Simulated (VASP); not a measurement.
Crystal: Mo3H.

```xyz
4
Lattice="-2.4929 2.4929 2.4929 2.4929 -2.4929 2.4929 2.4929 2.4929 -2.4929" Properties=species:S:1:pos:R:3 pbc="T T T"
H     0.0000    0.0000    0.0000
Mo    2.4929    0.0000    0.0000
Mo    0.0000    2.4929    0.0000
Mo    0.0000    0.0000    2.4929
```

The cell was generated, and may not be a known phase.

| Quantity | Value |
| --- | --- |
| Program | VASP 6.6.1 |
| Task | relaxation of cell and atoms |
| Functional | PBE |
| Potentials or basis | VASP PAW PBE potentials, release 64 (H, Mo_sv) |
| Cutoff | 600 eV |
| k mesh | 6 × 6 × 6 |
| Occupations | gaussian, width 0.2 eV |
| Spin | no spin polarisation |

At the start: pressure -5.6 GPa; volume 15.49 Å³/atom.

**Question.** Where does the relaxation end?

**Answer.** Over 3 steps the energy falls by 10.2 meV/atom and the volume is 14.94 Å³/atom (-3.6 %); space group Im-3m (No. 229, to 0.1 Å) before and after.

The path:
| step | energy change (eV) | largest force (eV/Å) | pressure (GPa) | volume (Å³) |
| --- | --- | --- | --- | --- |
| 1 | 0.0000 | 0.0000 | -5.64 | 61.97 |
| 2 | 0.0184 | 0.0000 | 7.77 | 57.20 |
| 3 | -0.0406 | 0.0000 | -0.06 | 59.75 |

Final structure:
```yaml
crystal:
  lattice:
    - [-2.46274, 2.46274, 2.46274]
    - [2.46274, -2.46274, 2.46274]
    - [2.46274, 2.46274, -2.46274]
  atoms:
    - { symbol: H, position: [0.00000, 0.00000, 0.00000] }
    - { symbol: Mo, position: [0.00000, 0.50000, 0.50000] }
    - { symbol: Mo, position: [0.50000, 0.00000, 0.50000] }
    - { symbol: Mo, position: [0.50000, 0.50000, 0.00000] }
```

Caveat: the highest band is partly filled, so the run has too few bands.
